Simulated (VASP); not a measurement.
Set up this calculation in VASP 6.6.1, as the native input.

- Task: single point
- Functional: PBE
- Potentials or basis: VASP PAW PBE potentials, release 64 (Ta_pv, Ga_d, N)
- Cutoff: 520 eV
- k mesh: 6 × 6 × 6
- Occupations: gaussian, width 0.1 eV
- Spin: no spin polarisation
- Dipole correction: no
- Further INCAR settings: ALGO = Normal; EDIFF = 1e-06; NBANDS = 34

The structure of Ta2GaN3 lies in POSCAR:

```
Ta2GaN3
1.0
    5.5141541545      0.0000000000      0.0000000000
   -2.7570770773      4.7753975782      0.0000000000
    0.0000000000      0.0000000000      2.8285195213
Ta Ga N
2 1 3
Direct
    0.3333333333      0.6666666667      0.0000000000
    0.6666666667      0.3333333333      0.0000000000
    0.0000000000      0.0000000000      0.0000000000
    0.5000000000      0.0000000000      0.5000000000
    0.5000000000      0.5000000000      0.5000000000
    0.0000000000      0.5000000000      0.5000000000
```

The cell was built from a structure type or drawn by symmetry, and may not be a known phase.

One way to write it, as run:

INCAR

```
ALGO     = Normal         # electronic algorithm
EDIFF    = 1E-6           # SCF threshold, eV
ENCUT    = 520            # plane-wave cutoff, eV
GGA      = PE             # functional
ISIF     = 2              # what is computed and relaxed
ISMEAR   = 0              # smearing method
LASPH    = T              # aspherical terms in the spheres
LCHARG   = T              # write CHGCAR
LELF     = T              # ELF
LREAL    = F              # projectors in reciprocal space
LVHAR    = T            
LWAVE    = F              # write WAVECAR
NBANDS   = 34             # bands
NELM     = 60             # most SCF steps
PREC     = Accurate       # precision mode
SIGMA    = 0.1            # smearing width, eV
```

KPOINTS

```
k-points
0
Gamma
  6 6 6
```

Potentials or basis: VASP PAW PBE potentials, release 64 (Ta_pv, Ga_d, N).

Launch:

```bash
$ cat potpaw_PBE.64/Ta_pv/POTCAR potpaw_PBE.64/Ga_d/POTCAR potpaw_PBE.64/N/POTCAR > POTCAR
$ mpirun -np 1 vasp_std > vasp.out
```

Results of the run:

The pressure is 0.6 GPa and the band gap on the k mesh is zero (bands 25 and 26 overlap by 1.90 eV).

Caveat: the k points lie up to 0.37 Å⁻¹ apart, too coarse for converged energies and pressures of a metal; spin-orbit coupling is left out, which moves the levels of the heavy elements.

It took 34 s on 1 thread of Intel(R) Xeon(R) 6975P-C (Granite Rapids) (shared host), peak memory 0.23 GiB.
